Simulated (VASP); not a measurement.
Runs of VASP 6.6.1 on SnSe2 (1T). The structure is that of space group P-3m1 (No. 164), or close to it. The cells are those of the table. 

```csv
task,cell,cutoff (eV),gap on the mesh (eV),pressure (GPa),largest force (eV/Å)
relaxation of cell and atoms,"relaxed from a = 3.811, b = 3.811, c = 6.137 Å, angles 90.0, 90.0, 120.0°, 3 atoms",600,0.34,0.0,-
relaxation of cell and atoms,"relaxed to 25.8 GPa from a = 3.639, b = 3.639, c = 5.218 Å, angles 90.0, 90.0, 120.0°, 3 atoms",600,none,25.8,-
single point,"a = 3.839, b = 3.839, c = 6.008 Å, angles 90.0, 90.0, 120.0°, 3 atoms",520,(a),0.1,0.02
single point,"a = 3.567, b = 3.567, c = 5.166 Å, angles 90.0, 90.0, 120.0°, 3 atoms",520,none,26.0,0.02
```

Alike in all rows: level PBE+D3(BJ); potentials or basis VASP PAW PBE potentials, release 64 (Sn_d, Se); no spin polarisation; k mesh 15 × 15 × 9; smearing gaussian 0.03 eV.

Task: Fill in the values left out.

Result: (a) 0.35.

Caveats: spin-orbit coupling is left out, which moves the levels of the heavy elements; pairwise dispersion overbinds metals, which lowers pressure and volume (some runs); the cell is relaxed towards a set pressure, so the enthalpy falls and the energy may rise (some runs).

A k mesh can miss the band edges, and the runs leave out spin-orbit coupling on Se, Sn.

A gap of «none» marks levels without a gap at the run's occupations.
